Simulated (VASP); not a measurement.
A run of VASP 6.6.1 is set up as follows.

The input INCAR:

```
SYSTEM = CsPbCl3
PREC     = Accurate       ! precision mode
ENCUT    = 520            ! plane-wave cutoff, eV
EDIFF    = 1E-6           ! SCF threshold, eV
ISMEAR   = 0              ! smearing method
SIGMA    = 0.01           ! smearing width, eV
LREAL    = .FALSE.        ! projectors in reciprocal space
LASPH    = .TRUE.         ! aspherical terms in the spheres
NELM     = 60             ! most SCF steps
ALGO     = Normal         ! electronic algorithm
ISIF     = 2              ! what is computed and relaxed
LWAVE    = .FALSE.        ! write WAVECAR
LCHARG   = .FALSE.        ! write CHGCAR
GGA      = PS             ! functional
NBANDS   = 30             ! bands
```

File KPOINTS:

```
regular mesh
0
G
  4 4 4
  0 0 0
```

The input POSCAR:

```
CsPbCl3
1.0
    5.6050000000      0.0000000000      0.0000000000
    0.0000000000      5.6050000000      0.0000000000
    0.0000000000      0.0000000000      5.6050000000
Cs Pb Cl
1 1 3
Direct
    0.0000000000      0.0000000000      0.0000000000
    0.5000000000      0.5000000000      0.5000000000
    0.5000000000      0.5000000000      0.0000000000
    0.0000000000      0.5000000000      0.5000000000
    0.5000000000      0.0000000000      0.5000000000
```

Potentials or basis: VASP PAW PBE potentials, release 64 (Cs_sv, Pb_d, Cl).

Command:

```sh
$ cat potpaw_PBE.64/Cs_sv/POTCAR potpaw_PBE.64/Pb_d/POTCAR potpaw_PBE.64/Cl/POTCAR > POTCAR
$ mpirun -np 1 vasp_std > vasp.out
```

(1) Estimate the band gap on the k mesh.

(2) What does it give for the pressure?

## Answers

(1) 1.80 eV, direct.

(2) 0.2 GPa.

Caveat: the PAW data sets were made with another functional, which shifts forces and pressure a little; spin-orbit coupling is left out, which moves the levels of the heavy elements.
